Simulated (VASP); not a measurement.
# Li26NiF27 (a cell with a defect) (Griceite) in VASP: single point with PBE

Aim: the single point of Li26NiF27 (a cell with a defect) (Griceite) with PBE.

Program: VASP 6.6.1. These are calculated values, not measurements. Logs are shortened: lines on timing, memory, paths and dates and some standing lists are left out, and cuts for length are marked.

**1. The cell of the first run**

The cell holds a defect, 54 atoms: a = 8.545 Å, b = 8.545 Å, c = 8.545 Å, α = 60.00°, β = 60.00°, γ = 60.00°.

**2. Single point, PBE, collinear spin, ferromagnetic start**

Contents of INCAR:

```
SYSTEM = Li26NiF27
  PREC = Accurate
  ENCUT = 650
  EDIFF = 1E-6
  ISMEAR = -1
  SIGMA = 0.01
  LREAL = Auto
  LASPH = .TRUE.
  NELM = 200
  ALGO = Normal
  ISIF = 2
  LWAVE = .FALSE.
  LCHARG = .FALSE.
  ISPIN = 2
  MAGMOM = 2 0 0 0 0 0 0 0 0 0 0 0 0 0 0 0 0 0 0 0 0 0 0 0 0 0 0 0 0 0 0 0 0 0 0 0 0 0 0 0 0 0 0 0 0 0 0 0 0 0 0 0 0 0
  LORBIT = 11
  LMAXMIX = 4
  GGA = PE
  NELECT = 276.0
  NBANDS = 176
  GGA_COMPAT = .FALSE.
  KPAR = 4
```

Contents of KPOINTS:

```
Automatic mesh
0
G
  3 3 3
  0 0 0
```

Contents of POSCAR:

```
Li26NiF27
1.0
    0.0000000000      6.0420000000      6.0420000000
    6.0420000000      0.0000000000      6.0420000000
    6.0420000000      6.0420000000      0.0000000000
Ni Li F
1 26 27
Direct
    0.0000000000      0.0000000000      0.0000000000
    0.0000000000      0.0000000000      0.3417233937
    0.0000000000      0.0000000000      0.6582766063
    0.0000000000      0.3417233937      0.0000000000
    0.0000105065      0.3333298312      0.3333298312
    0.0000000000      0.3417233937      0.6582766063
    0.0000000000      0.6582766063      0.0000000000
    0.0000000000      0.6582766063      0.3417233937
   -0.0000105065      0.6666701688      0.6666701688
    0.3417233937      0.0000000000      0.0000000000
    0.3333298312      0.0000105065      0.3333298312
    0.3417233937      0.0000000000      0.6582766063
    0.3333298312      0.3333298312      0.0000105065
    0.3333298312      0.3333298312      0.3333298312
    0.3367061060      0.3367061060      0.6632938940
    0.3417233937      0.6582766063      0.0000000000
    0.3367061060      0.6632938940      0.3367061060
    0.3367061060      0.6632938940      0.6632938940
    0.6582766063      0.0000000000      0.0000000000
    0.6582766063      0.0000000000      0.3417233937
    0.6666701688     -0.0000105065      0.6666701688
    0.6582766063      0.3417233937      0.0000000000
    0.6632938940      0.3367061060      0.3367061060
    0.6632938940      0.3367061060      0.6632938940
    0.6666701688      0.6666701688     -0.0000105065
    0.6632938940      0.6632938940      0.3367061060
    0.6666701688      0.6666701688      0.6666701688
    0.1659635483      0.1659635483      0.1659635483
    0.1659635483      0.1659635483      0.5021093552
    0.1658630298      0.1658630298      0.8341369702
    0.1659635483      0.5021093552      0.1659635483
    0.1674649413      0.5000000000      0.5000000000
    0.1674649413      0.5000000000      0.8325350587
    0.1658630298      0.8341369702      0.1658630298
    0.1674649413      0.8325350587      0.5000000000
    0.1658630298      0.8341369702      0.8341369702
    0.5021093552      0.1659635483      0.1659635483
    0.5000000000      0.1674649413      0.5000000000
    0.5000000000      0.1674649413      0.8325350587
    0.5000000000      0.5000000000      0.1674649413
    0.5000000000      0.5000000000      0.5000000000
    0.5000000000      0.5000000000      0.8325350587
    0.5000000000      0.8325350587      0.1674649413
    0.5000000000      0.8325350587      0.5000000000
    0.4978906448      0.8340364517      0.8340364517
    0.8341369702      0.1658630298      0.1658630298
    0.8325350587      0.1674649413      0.5000000000
    0.8341369702      0.1658630298      0.8341369702
    0.8325350587      0.5000000000      0.1674649413
    0.8325350587      0.5000000000      0.5000000000
    0.8340364517      0.4978906448      0.8340364517
    0.8341369702      0.8341369702      0.1658630298
    0.8340364517      0.8340364517      0.4978906448
    0.8340364517      0.8340364517      0.8340364517
```

Potentials or basis: VASP PAW PBE potentials, release 64 (Ni, Li_sv, F).

Launch:

```console
> cat potpaw_PBE.64/Ni/POTCAR potpaw_PBE.64/Li_sv/POTCAR potpaw_PBE.64/F/POTCAR > POTCAR
> mpirun -np 4 vasp_std > vasp.out
```

OUTCAR:

```text
SYSTEM = Li26NiF27
   PREC = Accurate
   ENCUT = 650
   EDIFF = 1E-6
   ISMEAR = -1
   LREAL = Auto
   LASPH = .TRUE.
   NELM = 200
   ISIF = 2
   ISPIN = 2
   LORBIT = 11
   GGA = PE
   NELECT = 276.0

 ion  position               nearest neighbor table
   1  0.000  0.000  0.000-  30 2.00  34 2.00  36 2.00  46 2.00  48 2.00  52 2.00
   2  0.000  0.000  0.342-  35 1.97  47 1.97  28 2.01  53 2.01  34 2.07  46 2.07
   3  0.000  0.000  0.658-  35 1.97  47 1.97  54 2.01  29 2.01  48 2.07  36 2.07
   4  0.000  0.342  0.000-  33 1.97  49 1.97  28 2.01  51 2.01  30 2.07  46 2.07
   5  0.000  0.333  0.333-  50 2.01  49 2.01  47 2.01  28 2.02  31 2.02  29 2.02
   6  0.000  0.342  0.658-  32 1.97  50 1.97  29 2.01  51 2.01  30 2.07  48 2.07
[... 46 lines left out ...]
  53  0.834  0.834  0.498-   8 2.01  20 2.01   2 2.01  27 2.02  21 2.02   9 2.02
  54  0.834  0.834  0.834-   3 2.01   7 2.01  19 2.01   9 2.02  21 2.02  25 2.02

  LATTYP: Found a face centered cubic cell.
 ALAT       =    12.0840000000

  Lattice vectors:

 A1 = (   0.0000000000,   6.0420000000,   6.0420000000)
 A2 = (   6.0420000000,   0.0000000000,   6.0420000000)
 A3 = (   6.0420000000,   6.0420000000,   0.0000000000)

Analysis of symmetry for initial positions (statically):
=====================================================================
 Subroutine PRICEL returns:
 Original cell was already a primitive cell.

 Routine SETGRP: Setting up the symmetry group for a
 face centered cubic supercell.

 Subroutine GETGRP returns: Found 48 space group operations
 (whereof 48 operations were pure point group operations)
 out of a pool of 48 trial point group operations.

The static configuration has the point symmetry O_h .

Analysis of symmetry for dynamics (positions and initial velocities):
=====================================================================
 Subroutine PRICEL returns:
 Original cell was already a primitive cell.

 Routine SETGRP: Setting up the symmetry group for a
 face centered cubic supercell.

 Subroutine GETGRP returns: Found 48 space group operations
 (whereof 48 operations were pure point group operations)
 out of a pool of 48 trial point group operations.

The dynamic configuration has the point symmetry O_h .

Analysis of structural, dynamic, and magnetic symmetry:
=====================================================================
 Subroutine PRICEL returns:
 Original cell was already a primitive cell.

 Routine SETGRP: Setting up the symmetry group for a
 face centered cubic supercell.

 Subroutine GETGRP returns: Found 48 space group operations
 (whereof 48 operations were pure point group operations)
 out of a pool of 48 trial point group operations.

The overall configuration has the point symmetry O_h .

 Subroutine INISYM returns: Found 48 space group operations
 (whereof 48 operations are pure point group operations),
 and found     1 'primitive' translations

----------------------------------------------------------------------------------------

                                     Primitive cell

  volume of cell :     441.1357

  direct lattice vectors                    reciprocal lattice vectors
     0.000000000  6.042000000  6.042000000    -0.082754055  0.082754055  0.082754055
     6.042000000  0.000000000  6.042000000     0.082754055 -0.082754055  0.082754055
     6.042000000  6.042000000  0.000000000     0.082754055  0.082754055 -0.082754055

  length of vectors
     8.544678344  8.544678344  8.544678344     0.143334228  0.143334228  0.143334228

  position of ions in fractional coordinates (direct lattice)
     0.000000000  0.000000000  0.000000000
     0.000000000  0.000000000  0.341723394
     0.000000000  0.000000000  0.658276606
     0.000000000  0.341723394  0.000000000
     0.000010506  0.333329831  0.333329831
     0.000000000  0.341723394  0.658276606
[... 46 lines left out ...]
     0.834036452  0.834036452  0.497890645
     0.834036452  0.834036452  0.834036452

[... 95 lines left out ...]
   NGX,Y,Z   is equivalent  to a cutoff of  14.01, 14.01, 14.01 a.u.
   NGXF,Y,Z  is equivalent  to a cutoff of  28.02, 28.02, 28.02 a.u.
 SYSTEM =  Li26NiF27
   PREC   = accura    normal or accurate (medium, high low for compatibility)
   ISTART =      0    job   : 0-new  1-cont  2-samecut
   ICHARG =      2    charge: 1-file 2-atom 10-const
   ISPIN  =      2    spin polarized calculation?
   LNONCOLLINEAR =      F non collinear calculations
   LSORBIT =      F    spin-orbit coupling
   LASPH  =      T    aspherical Exc in radial PAW
   ENCUT  =  650.0 eV  47.77 Ry    6.91 a.u.  17.76 17.76 17.76*2*pi/ulx,y,z
   NELM   =    200;   NELMIN=  2; NELMDL= -5     # of ELM steps
   EDIFF  = 0.1E-05   stopping-criterion for ELM
   LREAL  =      T    real-space projection
   EDIFFG = 0.1E-04   stopping-criterion for IOM
   NSW    =      0    number of steps for IOM
   IBRION =     -1    ionic relax: 0-MD 1-quasi-New 2-CG
   NFREE  =      0    steps in history (QN), initial steepest desc. (CG)
   ISIF   =      2    stress and relaxation
   ISYM   =      2    0-nonsym 1-usesym 2-fastsym
   POTIM  = 0.5000    time-step for ionic-motion
   TEBEG  =    0.0;   TEEND  =   0.0 temperature during run
   PSTRESS=    0.0 pullay stress
   NELECT =     276.0000    total number of electrons
   NUPDOWN=      -1.0000    fix difference up-down
   EMIN   =  10.00;   EMAX   =-10.00  energy-range for DOS
   EFERMI =   0.00;   METHOD = LEGACY
   ISMEAR =    -1;   SIGMA  =   0.01  broadening in eV -4-tet -1-fermi 0-gaus
   EFERMI_NEDOS =   21; number of points for ismear=-14 and -15
   IALGO  =     38    algorithm
   IMIX   =      4    mixing-type and parameters
     AMIX     =   0.40;   BMIX     =  1.00
     AMIX_MAG =   1.60;   BMIX_MAG =  1.00
  volume/ion in A,a.u.               =       8.17        55.13
  Fermi-wavevector in a.u.,A,eV,Ry     =   1.400191  2.645976 26.674678  1.960534
  Thomas-Fermi vector in A             =   2.523176
   LORBIT       =     11    0 simple, 1 ext, 2 COOP (PROOUT), +10 PAW based schemes
   GGA     = PE    functional components
   LHFCALC =     F    Hartree Fock is set to
   AEXX    =    0.0000 exact exchange contribution
   IVDW    =     0    specifies the selected vdW correction
   LEPSILON=     F    determine dielectric tensor
   LRPA    =     F    only Hartree local field effects (RPA)
 spin polarized calculation
  energy-cutoff  :      650.00
  volume of cell :      441.14
 maximum number of plane-waves:     16624
   NGX = 35   NGY = 35   NGZ = 35

 number of electron     275.9999869 magnetization       1.9999945

 Free energy of the ion-electron system (eV)
  ---------------------------------------------------
  ext. energy  EPLUGINS =         0.00000000
  ---------------------------------------------------
  free energy    TOTEN  =      -262.48231356 eV

  energy without entropy =     -262.48231356  energy(sigma->0) =     -262.48231356

 E-fermi :   1.5776     XC(G=0): -10.0697

 val. band max:        1.2299020960   @ k =  -0.3333   0.3333   0.0000
 cond. band min:       3.3612684366   @ k =   0.3333   0.3333   0.0000
 fundamental gap:      2.1313663406
 Fermi energy:         1.5775575039

 spin component 1

 k-point     1 :       0.0000    0.0000    0.0000
  band No.  band energies     occupation
      1     -41.6527      1.00000
      2     -41.6278      1.00000
      3     -41.6278      1.00000
      4     -41.6278      1.00000
      5     -41.6211      1.00000
      6     -41.6211      1.00000
[... 601 lines left out ...]
    149      10.9199      0.00000
    150      10.9736      0.00000
 Fermi energy:         1.5775575039

 spin component 2

 k-point     1 :       0.0000    0.0000    0.0000
  band No.  band energies     occupation
      1     -41.6526      1.00000
      2     -41.6280      1.00000
      3     -41.6280      1.00000
      4     -41.6280      1.00000
      5     -41.6212      1.00000
      6     -41.6212      1.00000
[... 601 lines left out ...]
    149      10.9436      0.00000
    150      10.9854      0.00000
 [bands above 150 left out]

------------------------ aborting loop because EDIFF is reached ----------------------------------------

  FORCE on cell =-STRESS in cart. coord.  units (eV):
  Direction    XX          YY          ZZ          XY          YZ          ZX
  --------------------------------------------------------------------------------------
  -------------------------------------------------------------------------------------
  Total       -0.7288623     -0.7288623     -0.7288623     -0.0000000     -0.0000000      0.0000000
  in kB       -2.6471826     -2.6471826     -2.6471826     -0.0000000     -0.0000000      0.0000000
  external PRESSURE =      -2.6471826 kB  Pullay stress =       0.0000000 kB

 VOLUME and BASIS-vectors are now :
 -----------------------------------------------------------------------------
  energy-cutoff  :      650.00
  volume of cell :      441.14
      direct lattice vectors                 reciprocal lattice vectors
     0.000000000  6.042000000  6.042000000    -0.082754055  0.082754055  0.082754055
     6.042000000  0.000000000  6.042000000     0.082754055 -0.082754055  0.082754055
     6.042000000  6.042000000  0.000000000     0.082754055  0.082754055 -0.082754055

 POSITION                                       TOTAL-FORCE (eV/Angst)
 -----------------------------------------------------------------------------------
      0.00000      0.00000      0.00000         0.000000      0.000000     -0.000000
      2.06469      2.06469      0.00000         0.008531      0.008531     -0.000000
      3.97731      3.97731      0.00000        -0.008531     -0.008531     -0.000000
      2.06469      0.00000      2.06469         0.008531      0.000000      0.008531
      4.02796      2.01404      2.01404        -0.014026      0.014026      0.014026
      6.04200      3.97731      2.06469         0.000000     -0.008531      0.008531
[... 46 lines left out ...]
      8.04750      8.04750     10.07850         0.008739      0.008739     -0.008739
     10.07850     10.07850     10.07850        -0.008739     -0.008739     -0.008739
 -----------------------------------------------------------------------------------
    total drift:                                0.000000      0.000000      0.000000

  FREE ENERGIE OF THE ION-ELECTRON SYSTEM (eV)
  ---------------------------------------------------
  free  energy   TOTEN  =      -262.4823135633 eV

  energy  without entropy=     -262.4823135633  energy(sigma->0) =     -262.48231356

 total charge

# of ion       s       p       d       tot
------------------------------------------
    1        0.308   0.404   8.186   8.899
    2        2.017   0.047   0.000   2.064
    3        2.017   0.047   0.000   2.064
    4        2.017   0.047   0.000   2.064
    5        2.016   0.047   0.000   2.063
    6        2.017   0.047   0.000   2.064
[... 46 lines left out ...]
   53        1.724   4.409   0.000   6.133
   54        1.724   4.409   0.000   6.133
--------------------------------------------------
tot         99.296 120.641   8.186 228.123

 magnetization (x)

# of ion       s       p       d       tot
------------------------------------------
    1        0.002   0.001   1.669   1.671
    2       -0.000  -0.000   0.000  -0.000
    3       -0.000  -0.000   0.000  -0.000
    4       -0.000  -0.000   0.000  -0.000
    5       -0.000  -0.000   0.000  -0.000
    6       -0.000  -0.000   0.000  -0.000
[... 46 lines left out ...]
   53       -0.000  -0.000   0.000  -0.000
   54       -0.000  -0.000   0.000  -0.000
--------------------------------------------------
tot          0.017   0.276   1.669   1.962
```

Run time: 9 min. Hardware: 4 MPI ranks of AMD EPYC 9R45 (Zen 5), shared host; peak memory 1.4 GiB.

Results:

| Property | Result |
| --- | --- |
| Free energy | -262.4823 eV |
| Largest force | 0.033 eV/Å |
| Net moment | 2.00 μB per cell |
| Site moments | Ni +1.67; Li -0.00, +0.00; F -0.00, +0.05, +0.00 μB |
| Valence electrons inside the program's atomic spheres | Ni 8.90; Li 2.06; F 6.13, 6.12, 6.14 |

Forces on the atoms (eV/Å):
```
Ni   0.000  0.000  0.000
Li   0.009  0.009  0.000
Li  -0.009 -0.009  0.000
Li   0.009  0.000  0.009
Li  -0.014  0.014  0.014
Li   0.000 -0.009  0.009
Li  -0.009  0.000 -0.009
Li   0.000  0.009 -0.009
Li   0.014 -0.014 -0.014
Li   0.000  0.009  0.009
Li   0.014 -0.014  0.014
Li  -0.009  0.000  0.009
Li   0.014  0.014 -0.014
Li  -0.014 -0.014 -0.014
Li   0.000  0.000 -0.033
Li  -0.009  0.009  0.000
Li   0.000 -0.033  0.000
Li   0.033  0.000  0.000
Li   0.000 -0.009 -0.009
Li   0.009  0.000 -0.009
Li  -0.014  0.014 -0.014
Li   0.009 -0.009  0.000
Li  -0.033  0.000  0.000
Li   0.000  0.033  0.000
Li  -0.014 -0.014  0.014
Li   0.000  0.000  0.033
Li   0.014  0.014  0.014
F    0.009  0.009  0.009
F   -0.009 -0.009  0.009
F    0.000  0.000  0.022
F   -0.009  0.009 -0.009
F    0.000 -0.001 -0.001
F    0.001  0.000 -0.001
F    0.000  0.022  0.000
F    0.001 -0.001  0.000
F   -0.022  0.000  0.000
F    0.009 -0.009 -0.009
F   -0.001  0.000 -0.001
F    0.000  0.001 -0.001
F   -0.001 -0.001  0.000
F    0.000  0.000  0.000
F    0.001  0.001  0.000
F    0.000 -0.001  0.001
F    0.001  0.000  0.001
F   -0.009  0.009  0.009
F    0.022  0.000  0.000
F   -0.001  0.001  0.000
F    0.000 -0.022  0.000
F   -0.001  0.000  0.001
F    0.000  0.001  0.001
F    0.009 -0.009  0.009
F    0.000  0.000 -0.022
F    0.009  0.009 -0.009
F   -0.009 -0.009 -0.009
```

Caveat: the cell carries a net charge on a neutralising background, which shifts energy and pressure; the cell is charged against a uniform background, so pressure and absolute levels hang on convention.
